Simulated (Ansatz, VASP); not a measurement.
## In2As3: VASP beside Ansatz

INCAR

```
ALGO = Normal
EDIFF = 1E-6
EDIFFG = -0.04
ENCUT = 600
GGA = PE
IBRION = 2
ISIF = 3
ISMEAR = 0
LASPH = True
LCHARG = False
LREAL = False
LWAVE = False
NELM = 80
NSW = 90
PREC = Accurate
SIGMA = 0.1
```

KPOINTS

```
k-points
0
Gamma
  4 4 4
```

The input POSCAR:

```
In2As3
1.0
    4.2194768400      0.0000000000      0.0000000000
    0.0000000000      4.2194768400      0.0000000000
    0.0000000000      0.0000000000      4.2194768400
In As
2 3
Direct
    0.5000000000      0.5000000000      0.5000000000
    0.0000000000      0.0000000000      0.0000000000
    0.0000000000      0.5000000000      0.5000000000
    0.5000000000      0.0000000000      0.5000000000
    0.5000000000      0.5000000000      0.0000000000
```

Input for Ansatz:

```yaml
crystal:
  lattice:
    - [4.21947684, 0.0, 0.0]
    - [0.0, 4.21947684, 0.0]
    - [0.0, 0.0, 4.21947684]
  atoms:
    - { symbol: In, position: [0.5, 0.5, 0.5] }
    - { symbol: In, position: [0.0, 0.0, 0.0] }
    - { symbol: As, position: [0.0, 0.5, 0.5] }
    - { symbol: As, position: [0.5, 0.0, 0.5] }
    - { symbol: As, position: [0.5, 0.5, 0.0] }
basis:
  ecutwfc: 420
kpoints:
  mp_grid: { grid: [4, 4, 4] }
hamiltonian:
  xc: pbe
scf:
  occupations: { method: gaussian, width: 0.1 }
  lower_state_search: "off"
output:
  forces: true
  stress: true
  eigenvalues: true
relax:
  adjacent_minimum: "off"
  f_tol: 0.04
  max_steps: 70
  cell: { stress_tol: 0.4 }
```

Alike in both runs: task relaxation of cell and atoms; functional PBE; k mesh 4 × 4 × 4; occupations gaussian, width 0.1 eV; no spin polarisation.

```csv
,VASP,Ansatz
version,VASP 6.6.1,Ansatz 0.2.0
potentials or method,"VASP PAW PBE potentials, release 64 (In_d, As), cutoff 600 eV","scalar-relativistic, plane waves, PAW"
valence electrons in the cell,41,71
```

|  | VASP | Ansatz | Ansatz less VASP |
| --- | --- | --- | --- |
| gap on the k mesh at the Fermi level, each at its own relaxed structure (eV) | none | none | - |
| relaxed volume (Å³/atom) | 29.87 | 29.70 | -0.171 |
| relaxed length of the cell vector where the two differ most in proportion (Å) | 5.306 | 5.295 | -0.0102 |

A gap of «none» marks a metal or a gap that the smearing closes. VASP's potentials hold 41 valence electrons a cell and Ansatz's 71, so a difference there can come from the potentials and not from the codes.

The k mesh is coarse, so the values compare programs but aren't converged. Noted on VASP's run: the volume moved by over 15 % at a fixed basis, so the end points are rough.
